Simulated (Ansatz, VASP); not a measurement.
**One calculation of InSb, two programs**

Contents of INCAR:

```
PREC = Accurate ; ENCUT = 520
EDIFF = 1E-8 ; ISMEAR = -1
SIGMA = 0.05 ; LREAL = F
LASPH = T ; NELM = 80
ALGO = Normal ; ISIF = 2
LWAVE = F ; LCHARG = F
LEFG = T ; NBANDS = 26
```

Contents of KPOINTS:

```
Automatic mesh
0
Gamma
  9 8 15
```

Contents of POSCAR:

```
InSb
1.0
    5.3570000000      0.0000000000      0.0000000000
    0.0000000000      5.7120000000      0.0000000000
    0.0000000000      0.0000000000      3.0630000000
In Sb
2 2
Direct
    0.0000000000      0.0000000000      0.1722389182
    0.5000000000      0.5000000000     -0.1722389182
    0.5000000000      0.0000000000      0.7149606498
    0.0000000000      0.5000000000      0.2850393502
```

Input for Ansatz:

```yaml
crystal:
  lattice:
    - [5.357, 0.0, 0.0]
    - [0.0, 5.712, 0.0]
    - [0.0, 0.0, 3.063]
  atoms:
    - { symbol: In, position: [0.0, 0.0, 0.1722389182] }
    - { symbol: In, position: [0.5, 0.5, -0.1722389182] }
    - { symbol: Sb, position: [0.5, 0.0, 0.7149606498] }
    - { symbol: Sb, position: [0.0, 0.5, 0.2850393502] }
kpoints:
  mp_grid: { grid: [9, 8, 15] }
scf:
  occupations: { method: fermi_dirac, width: 0.05 }
hamiltonian:
  xc: lda
  pseudopotentials: { kind: paw }
output:
  forces: true
  stress: true
  populations: true
  efg:
    quadrupole_moments_barn: { In: 0.772, Sb: -0.543 }
    contact_densities: true
```

Alike in both runs: task electric field gradients; functional LDA; k mesh 9 × 8 × 15; occupations fermi-dirac, width 0.05 eV; no spin polarisation.

|  | VASP | Ansatz |
| --- | --- | --- |
| version | VASP 6.6.1 | Ansatz 0.2.0 |
| potentials or method | VASP PAW LDA potentials, release 64 (In_d, Sb) | plane-wave PAW, scalar-relativistic |
| plane-wave cutoff (eV) | 520 | 420 |
| valence electrons in the cell | 36 | 56 |

|  | VASP | Ansatz | Ansatz less VASP |
| --- | --- | --- | --- |
| pressure (GPa) | 7.8 | 7.6 | -0.24 |
| traceless stress, the component that is largest in VASP (GPa) | -0.86 | -0.82 | +0.041 |
| rms of the force components (eV/Å) | 0.021 | 0.022 | +0.0004 |
| size of Vzz on the site where it differs most (V/Å²) | 114.9 | 119.3 | +4.45 |

LDA's correlation is that of Perdew and Zunger in VASP and of Perdew and Wang (1992) in Ansatz. Atom by atom the forces differ by 0.001 eV/Å (rms over components). VASP's potentials hold 36 valence electrons a cell and Ansatz's 56, so a difference there can come from the potentials and not from the codes.

Neither program's run includes spin-orbit coupling.
